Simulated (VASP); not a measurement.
Wanted: the native input for a VASP 6.6.1 run.

| Item | Value |
| --- | --- |
| Task | single point |
| Functional | PBE |
| Potentials or basis | VASP PAW PBE potentials, release 64 (Li_sv, S) |
| Cutoff | 750 eV |
| k mesh | 6 × 6 × 6 |
| Occupations | methfessel-paxton, width 0.05 eV |
| Spin | no spin polarisation |
| Dipole correction | no |
| Further INCAR settings | ALGO = Normal; EDIFF = 1e-06; NBANDS = 13 |

The structure of Li2S lies in POSCAR:

```
Li2S
1.0
    0.0000000000      2.8452943747      2.8452943747
    2.8452943747      0.0000000000      2.8452943747
    2.8452943747      2.8452943747      0.0000000000
Li S
2 1
Direct
    0.2500000000      0.2500000000      0.2500000000
    0.7500000000      0.7500000000      0.7500000000
    0.0000000000      0.0000000000      0.0000000000
```

These files were run (other wordings do the same):

INCAR

```
PREC     = Accurate       # precision mode
ENCUT    = 750            # plane-wave cutoff, eV
EDIFF    = 1E-6           # SCF threshold, eV
ISMEAR   = 1              # smearing method
SIGMA    = 0.05           # smearing width, eV
LREAL    = False          # projectors in reciprocal space
LASPH    = True           # aspherical terms in the spheres
NELM     = 120            # most SCF steps
ALGO     = Normal         # electronic algorithm
ISIF     = 2              # what is computed and relaxed
LWAVE    = False          # write WAVECAR
LCHARG   = True           # write CHGCAR
GGA      = PE             # functional
LELF     = True           # ELF
LVHAR    = True         
NBANDS   = 13             # bands
GGA_COMPAT= False
```

KPOINTS

```
regular mesh
0
Gamma
  6 6 6
```

Potentials or basis: VASP PAW PBE potentials, release 64 (Li_sv, S).

Launch:

```sh
$ cat potpaw_PBE.64/Li_sv/POTCAR potpaw_PBE.64/S/POTCAR > POTCAR
$ mpirun -np 1 vasp_std > vasp.out
```

It gave:

| Property | Result |
| --- | --- |
| Pressure | 0.2 GPa |
| Band gap on the k mesh | 3.39 eV (least direct gap 4.29 eV) |

Wall time 12 s on 1 thread of AMD EPYC 9R45 96-Core Processor (Zen 5), with other jobs on the host, peak memory 0.16 GiB.
